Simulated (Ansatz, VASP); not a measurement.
# One calculation of Ga, two programs

Contents of POSCAR:

```
Ga
1.0
   -1.3829400000      1.3829400000      2.2958700000
    1.3829400000     -1.3829400000      2.2958700000
    1.3829400000      1.3829400000     -2.2958700000
Ga
1
Direct
    0.0000000000      0.0000000000      0.0000000000
```

Contents of INCAR.step1:

```
ALGO = Normal
EDIFF = 1E-4
ENCUT = 520
GGA = PE
ISMEAR = 0
LASPH = T
LCHARG = F
LREAL = F
LWAVE = T
NBANDS = 12
NELM = 60
PREC = Accurate
SIGMA = 0.15
```

The input INCAR.step2:

```
ALGO = Normal
EDIFF = 1E-6
ENCUT = 520
ISIF = 2
ISMEAR = 0
ISTART = 1
LASPH = T
LCHARG = T
LELF = T
LMIXTAU = T
LREAL = F
LVHAR = T
LWAVE = F
METAGGA = R2SCAN
NBANDS = 12
NELM = 60
PREC = Accurate
SIGMA = 0.15
```

File KPOINTS:

```
k-points
0
Gamma
  24 24 24
```

Input for Ansatz:

```yaml
crystal:
  lattice:
    - [-1.38294, 1.38294, 2.29587]
    - [1.38294, -1.38294, 2.29587]
    - [1.38294, 1.38294, -2.29587]
  atoms:
    - { symbol: Ga, position: [0.0, 0.0, 0.0] }
basis:
  ecutwfc: 500
kpoints:
  mp_grid: { grid: [24, 24, 24] }
hamiltonian:
  xc: r2scan
scf:
  occupations: { method: gaussian, width: 0.15 }
output:
  forces: true
  stress: true
  eigenvalues: true
```

Change from the starting cell: strain -0.015 along x and y, +0.030 along z, atoms carried along.

Alike in both runs: task single point; functional r2SCAN; k mesh 24 × 24 × 24; occupations gaussian, width 0.15 eV; no spin polarisation.

|  | VASP | Ansatz |
| --- | --- | --- |
| version | VASP 6.6.1 | Ansatz 0.2.0 |
| potentials or method | VASP PAW PBE potentials, release 64 (Ga_d), cutoff 520 eV | scalar-relativistic, plane waves, PAW |
| valence electrons in the cell | 13 | 13 |

Ansatz gave:

```
gap on the k mesh at the Fermi level (eV)                     : none
pressure (GPa)                                                : 1.1
traceless stress, the component that is largest in VASP (GPa) : -0.50
```

Task: Which values does VASP return?

Result: gap on the k mesh at the Fermi level (eV): none; pressure (GPa): 1.1; traceless stress, the component that is largest in VASP (GPa): -0.51.

VASP's potentials were made for PBE, not for r2SCAN. A gap of «none» marks a metal or a gap that the smearing closes.
